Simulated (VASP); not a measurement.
# Rb (Im-3m) in VASP: notebook

Rb is run at these levels: r2SCAN; tasks: single point.

All numbers are computed with VASP 6.6.1; they aren't measurements. Logs are shortened: lines on timing, memory, paths and dates and some standing lists are left out, and cuts for length are marked.

**1. The cell of the first run**

Symmetry: Im-3m, No. 229, cubic system. The conventional cell has a = 5.605 Å, b = 5.605 Å, c = 5.605 Å, α = 90.00°, β = 90.00°, γ = 90.00°.

**2. Single point, r2SCAN**

POSCAR reads:

```
Rb
1.0
   -2.8025000000      2.8025000000      2.8025000000
    2.8025000000     -2.8025000000      2.8025000000
    2.8025000000      2.8025000000     -2.8025000000
Rb
1
Direct
    0.0000000000      0.0000000000      0.0000000000
```

INCAR.step1 reads:

```
  ALGO = Normal
  EDIFF = 1E-5
  ENCUT = 550
  GGA = PE
  GGA_COMPAT = False
  ISMEAR = -1
  LASPH = True
  LCHARG = False
  LREAL = False
  LWAVE = True
  NBANDS = 10
  NELM = 120
  PREC = Accurate
  SIGMA = 0.05
```

INCAR.step2 reads:

```
  ALGO = Normal
  EDIFF = 1E-6
  ENCUT = 550
  GGA_COMPAT = False
  ISIF = 2
  ISMEAR = -1
  ISTART = 1
  LASPH = True
  LCHARG = False
  LMIXTAU = True
  LREAL = False
  LWAVE = False
  METAGGA = R2SCAN
  NBANDS = 10
  NELM = 120
  PREC = Accurate
  SIGMA = 0.05
```

KPOINTS reads:

```
k-points
0
Gamma
  2 2 2
```

Potentials or basis: VASP PAW PBE potentials, release 64 (Rb_sv).

Started as:

```
$ cat potpaw_PBE.64/Rb_sv/POTCAR > POTCAR
$ cp INCAR.step1 INCAR
$ mpirun -np 1 vasp_std > vasp.out
$ cp INCAR.step2 INCAR
$ mpirun -np 1 vasp_std > vasp.out
```

OUTCAR:

```text
EDIFF = 1E-6
   ENCUT = 550
   ISIF = 2
   ISMEAR = -1
   ISTART = 1
   LASPH = True
   LREAL = False
   METAGGA = R2SCAN
   NELM = 120
   PREC = Accurate

 ion  position               nearest neighbor table
   1  0.000  0.000  0.000-

  LATTYP: Found a body centered cubic cell.
 ALAT       =     5.6050000000

  Lattice vectors:

 A1 = (  -2.8025000000,   2.8025000000,   2.8025000000)
 A2 = (   2.8025000000,  -2.8025000000,   2.8025000000)
 A3 = (   2.8025000000,   2.8025000000,  -2.8025000000)

Analysis of symmetry for initial positions (statically):
=====================================================================
 Subroutine PRICEL returns:
 Original cell was already a primitive cell.

 Routine SETGRP: Setting up the symmetry group for a
 body centered cubic supercell.

 Subroutine GETGRP returns: Found 48 space group operations
 (whereof 48 operations were pure point group operations)
 out of a pool of 48 trial point group operations.

The static configuration has the point symmetry O_h .

Analysis of symmetry for dynamics (positions and initial velocities):
=====================================================================
 Subroutine PRICEL returns:
 Original cell was already a primitive cell.

 Routine SETGRP: Setting up the symmetry group for a
 body centered cubic supercell.

 Subroutine GETGRP returns: Found 48 space group operations
 (whereof 48 operations were pure point group operations)
 out of a pool of 48 trial point group operations.

The dynamic configuration has the point symmetry O_h .

 Subroutine INISYM returns: Found 48 space group operations
 (whereof 48 operations are pure point group operations),
 and found     1 'primitive' translations

----------------------------------------------------------------------------------------

                                     Primitive cell

  volume of cell :      88.0434

  direct lattice vectors                    reciprocal lattice vectors
    -2.802500000  2.802500000  2.802500000     0.000000000  0.178412132  0.178412132
     2.802500000 -2.802500000  2.802500000     0.178412132  0.000000000  0.178412132
     2.802500000  2.802500000 -2.802500000     0.178412132  0.178412132  0.000000000

  length of vectors
     4.854072388  4.854072388  4.854072388     0.252312857  0.252312857  0.252312857

  position of ions in fractional coordinates (direct lattice)
     0.000000000  0.000000000  0.000000000
[... 57 lines left out ...]
   NSW    =      0    number of steps for IOM
   IBRION =     -1    ionic relax: 0-MD 1-quasi-New 2-CG
   NFREE  =      0    steps in history (QN), initial steepest desc. (CG)
   ISIF   =      2    stress and relaxation
   ISYM   =      2    0-nonsym 1-usesym 2-fastsym
   POTIM  = 0.5000    time-step for ionic-motion
   TEBEG  =    0.0;   TEEND  =   0.0 temperature during run
   PSTRESS=    0.0 pullay stress
   NELECT =       9.0000    total number of electrons
   NUPDOWN=      -1.0000    fix difference up-down
   EMIN   =  10.00;   EMAX   =-10.00  energy-range for DOS
   EFERMI =   0.00;   METHOD = LEGACY
   ISMEAR =    -1;   SIGMA  =   0.05  broadening in eV -4-tet -1-fermi 0-gaus
   EFERMI_NEDOS =   21; number of points for ismear=-14 and -15
   IALGO  =     38    algorithm
   IMIX   =      4    mixing-type and parameters
     AMIX     =   0.40;   BMIX     =  1.00
     AMIX_MAG =   1.60;   BMIX_MAG =  1.00
  volume/ion in A,a.u.               =      88.04       594.15
  Fermi-wavevector in a.u.,A,eV,Ry     =   0.765462  1.446513  7.972081  0.585931
  Thomas-Fermi vector in A             =   1.865587
   LORBIT       =      0    0 simple, 1 ext, 2 COOP (PROOUT), +10 PAW based schemes
   METAGGA = R2SCAN    functional components
   LHFCALC =     F    Hartree Fock is set to
   AEXX    =    0.0000 exact exchange contribution
   IVDW    =     0    specifies the selected vdW correction
   LEPSILON=     F    determine dielectric tensor
   LRPA    =     F    only Hartree local field effects (RPA)
 non-spin polarized calculation
  energy-cutoff  :      550.00
  volume of cell :       88.04
 maximum number of plane-waves:      2608
 NGX is ok and might be reduce to    40
   NGX = 19   NGY = 19   NGZ = 19

 number of electron       9.0000000 magnetization

 Free energy of the ion-electron system (eV)
  ---------------------------------------------------
  ext. energy  EPLUGINS =         0.00000000
  ---------------------------------------------------
  free energy    TOTEN  =       -13.47021046 eV

  energy without entropy =      -13.41818033  energy(sigma->0) =      -13.44419540

 E-fermi :   0.5446     XC(G=0):  -5.6613

 val. band max:       -1.8156388527   @ k =   0.0000   0.0000   0.0000
 cond. band min:       0.5446542903   @ k =   0.5000   0.0000   0.0000
 fundamental gap:      2.3602931430
 Fermi energy:         0.5446434245

 k-point     1 :       0.0000    0.0000    0.0000
  band No.  band energies     occupation
      1     -29.8637      2.00000
      2     -13.3560      2.00000
      3     -13.3560      2.00000
      4     -13.3560      2.00000
      5      -1.8156      2.00000
      6       4.1877      0.00000
      7       4.1877      0.00000
      8       4.1877      0.00000
      9       5.2290      0.00000
     10       5.2290      0.00000
[... 14 lines left out ...]
 k-point     3 :       0.5000    0.5000    0.5000
  band No.  band energies     occupation
      1     -29.8546      2.00000
      2     -13.4323      2.00000
      3     -13.4323      2.00000
      4     -13.4323      2.00000
      5       1.5408      0.00000
      6       1.5408      0.00000
      7       3.7140      0.00000
      8       3.7140      0.00000
      9       3.7140      0.00000
     10       5.7990      0.00000

------------------------ aborting loop because EDIFF is reached ----------------------------------------

  FORCE on cell =-STRESS in cart. coord.  units (eV):
  Direction    XX          YY          ZZ          XY          YZ          ZX
  --------------------------------------------------------------------------------------
  -------------------------------------------------------------------------------------
  Total       -0.0661938     -0.0661938     -0.0661938      0.0000000     -0.0000000      0.0000000
  in kB       -1.2045678     -1.2045678     -1.2045678      0.0000000     -0.0000000      0.0000000
  external PRESSURE =      -1.2045678 kB  Pullay stress =       0.0000000 kB

 VOLUME and BASIS-vectors are now :
 -----------------------------------------------------------------------------
  energy-cutoff  :      550.00
  volume of cell :       88.04
      direct lattice vectors                 reciprocal lattice vectors
    -2.802500000  2.802500000  2.802500000     0.000000000  0.178412132  0.178412132
     2.802500000 -2.802500000  2.802500000     0.178412132  0.000000000  0.178412132
     2.802500000  2.802500000 -2.802500000     0.178412132  0.178412132  0.000000000

 POSITION                                       TOTAL-FORCE (eV/Angst)
 -----------------------------------------------------------------------------------
      0.00000      0.00000      0.00000        -0.000000     -0.000000     -0.000000
 -----------------------------------------------------------------------------------
    total drift:                                0.000000     -0.000000     -0.000000

  FREE ENERGIE OF THE ION-ELECTRON SYSTEM (eV)
  ---------------------------------------------------
  free  energy   TOTEN  =       -13.4702104611 eV

  energy  without entropy=      -13.4181803327  energy(sigma->0) =      -13.44419540
```

OSZICAR.step1:

```text
N       E                     dE             d eps       ncg     rms          rms(c)
DAV:   1     0.504019634902E+02    0.50402E+02   -0.37746E+03    60   0.731E+02
DAV:   2     0.292492379473E+01   -0.47477E+02   -0.46439E+02    64   0.132E+02
DAV:   3    -0.283972222006E+00   -0.32089E+01   -0.32032E+01    76   0.371E+01
DAV:   4    -0.574058177941E+00   -0.29009E+00   -0.28981E+00    92   0.900E+00
DAV:   5    -0.575078071418E+00   -0.10199E-02   -0.10199E-02    68   0.606E-01    0.224E-01
DAV:   6    -0.574302602320E+00    0.77547E-03   -0.17032E-03    90   0.239E-01    0.118E-01
DAV:   7    -0.574169911921E+00    0.13269E-03   -0.12608E-03    76   0.203E-01    0.259E-02
DAV:   8    -0.574211110764E+00   -0.41199E-04   -0.98438E-05    72   0.605E-02    0.717E-03
DAV:   9    -0.574214025789E+00   -0.29150E-05   -0.74288E-06    56   0.174E-02
   1 F= -.57421403E+00 E0= -.54821725E+00  d E =-.519935E-01
```

Run time: 44 s. Hardware: 1 thread of AMD EPYC 7R43 (Zen 3), shared host; peak memory 0.2 GiB.

Results:

| Item | Value |
| --- | --- |
| Free energy | -13.4702 eV |
| Pressure | -0.1 GPa |

Levels at points of the mesh, in eV from the Fermi level:
```tsv
k point	band 1	band 2	band 3	band 4	band 5	band 6	band 7	band 8	band 9
(0.00, 0.00, 0.00)	-30.41	-13.90	-13.90	-13.90	-2.36	3.64	3.64	3.64	4.68
(0.50, 0.00, 0.00)	-30.40	-14.01	-13.94	-13.90	0.00	0.49	2.43	4.35	5.18
(0.50, 0.50, 0.50)	-30.40	-13.98	-13.98	-13.98	1.00	1.00	3.17	3.17	3.17
```

Caveat: the k points lie up to 0.79 Å⁻¹ apart; the PAW data sets were made with another functional, which shifts forces and pressure a little.

**3. Single point, r2SCAN**

POSCAR is that of step 2.

INCAR.step1 reads:

```
SYSTEM = Rb
PREC = Accurate ; ENCUT = 550
ISMEAR = -1 ; SIGMA = 0.05
LREAL = .FALSE. ; LASPH = .TRUE.
NELM = 120 ; NBANDS = 10
GGA = PE ; ALGO = Normal
EDIFF = 1E-5 ; LWAVE = .TRUE.
LCHARG = .FALSE. ; GGA_COMPAT = .FALSE.
```

INCAR.step2 reads:

```
SYSTEM = Rb
PREC = Accurate ; ENCUT = 550
EDIFF = 1E-6 ; ISMEAR = -1
SIGMA = 0.05 ; LREAL = .FALSE.
LASPH = .TRUE. ; NELM = 120
ALGO = Normal ; ISIF = 2
LWAVE = .FALSE. ; LCHARG = .FALSE.
METAGGA = R2SCAN ; LMIXTAU = .TRUE.
NBANDS = 10 ; ISTART = 1
GGA_COMPAT = .FALSE.
```

KPOINTS reads:

```
Automatic mesh
0
G
  3 3 3
  0 0 0
```

Potentials or basis: VASP PAW PBE potentials, release 64 (Rb_sv).

Started as:

```
$ cat potpaw_PBE.64/Rb_sv/POTCAR > POTCAR
$ cp INCAR.step1 INCAR
$ mpirun -np 1 vasp_std > vasp.out
$ cp INCAR.step2 INCAR
$ mpirun -np 1 vasp_std > vasp.out
```

OUTCAR:

```text
SYSTEM = Rb
   PREC = Accurate
   ENCUT = 550
   EDIFF = 1E-6
   ISMEAR = -1
   LREAL = .FALSE.
   LASPH = .TRUE.
   NELM = 120
   ISIF = 2
   METAGGA = R2SCAN
   ISTART = 1

 ion  position               nearest neighbor table
   1  0.000  0.000  0.000-

  LATTYP: Found a body centered cubic cell.
 ALAT       =     5.6050000000

  Lattice vectors:

 A1 = (  -2.8025000000,   2.8025000000,   2.8025000000)
[... 209 lines left out ...]
      8       3.5316      0.00000
      9       4.0871      0.00000
     10       5.8674      0.00000

------------------------ aborting loop because EDIFF is reached ----------------------------------------

  FORCE on cell =-STRESS in cart. coord.  units (eV):
  Direction    XX          YY          ZZ          XY          YZ          ZX
  --------------------------------------------------------------------------------------
  -------------------------------------------------------------------------------------
  Total        0.0743721      0.0743721      0.0743721     -0.0000000      0.0000000      0.0000000
  in kB        1.3533930      1.3533930      1.3533930     -0.0000000      0.0000000      0.0000000
  external PRESSURE =       1.3533930 kB  Pullay stress =       0.0000000 kB

 VOLUME and BASIS-vectors are now :
 -----------------------------------------------------------------------------
  energy-cutoff  :      550.00
  volume of cell :       88.04
      direct lattice vectors                 reciprocal lattice vectors
    -2.802500000  2.802500000  2.802500000     0.000000000  0.178412132  0.178412132
     2.802500000 -2.802500000  2.802500000     0.178412132  0.000000000  0.178412132
     2.802500000  2.802500000 -2.802500000     0.178412132  0.178412132  0.000000000

 POSITION                                       TOTAL-FORCE (eV/Angst)
 -----------------------------------------------------------------------------------
      0.00000      0.00000      0.00000         0.000000      0.000000      0.000000
 -----------------------------------------------------------------------------------
    total drift:                                0.000000     -0.000000     -0.000000

  FREE ENERGIE OF THE ION-ELECTRON SYSTEM (eV)
  ---------------------------------------------------
  free  energy   TOTEN  =       -14.0079574063 eV

  energy  without entropy=      -14.0015832654  energy(sigma->0) =      -14.00477034
```

OUTCAR.step1:

```text
SYSTEM = Rb
   PREC = Accurate
   ENCUT = 550
   ISMEAR = -1
   LREAL = .FALSE.
   LASPH = .TRUE.
[... 246 lines left out ...]
 -----------------------------------------------------------------------------------
      0.00000      0.00000      0.00000         0.000000      0.000000      0.000000
 -----------------------------------------------------------------------------------
    total drift:                               -0.000000     -0.000000     -0.000000

  FREE ENERGIE OF THE ION-ELECTRON SYSTEM (eV)
  ---------------------------------------------------
  free  energy   TOTEN  =        -1.0256834728 eV

  energy  without entropy=       -1.0193093263  energy(sigma->0) =       -1.02249640
```

OSZICAR.step1:

```text
N       E                     dE             d eps       ncg     rms          rms(c)
DAV:   1     0.518299456403E+02    0.51830E+02   -0.36180E+03    80   0.716E+02
DAV:   2     0.208997183113E+01   -0.49740E+02   -0.49005E+02    94   0.128E+02
DAV:   3    -0.931492989683E+00   -0.30215E+01   -0.30194E+01   102   0.341E+01
DAV:   4    -0.102395175428E+01   -0.92459E-01   -0.92441E-01   110   0.582E+00
DAV:   5    -0.102463057331E+01   -0.67882E-03   -0.67881E-03    94   0.584E-01    0.117E+00
DAV:   6    -0.102483800178E+01   -0.20743E-03   -0.21439E-03   106   0.252E-01    0.708E-01
DAV:   7    -0.102556657707E+01   -0.72858E-03   -0.32784E-03   100   0.323E-01    0.537E-02
DAV:   8    -0.102566942936E+01   -0.10285E-03   -0.97015E-05    86   0.817E-02    0.218E-02
DAV:   9    -0.102568408144E+01   -0.14652E-04   -0.19453E-05    92   0.307E-02    0.572E-03
DAV:  10    -0.102568347282E+01    0.60862E-06   -0.44550E-06    40   0.127E-02
   1 F= -.10256835E+01 E0= -.10224964E+01  d E =-.637415E-02
```

Wall time 47 s (1 thread of AMD EPYC 7R43 (Zen 3), shared host); peak memory 0.21 GiB.

What came out:

* Free energy: -14.0080 eV
* Pressure: 0.1 GPa

Caveat: the k points lie up to 0.53 Å⁻¹ apart; the PAW data sets were made with another functional, which shifts forces and pressure a little.

[end of part 1 of 2]
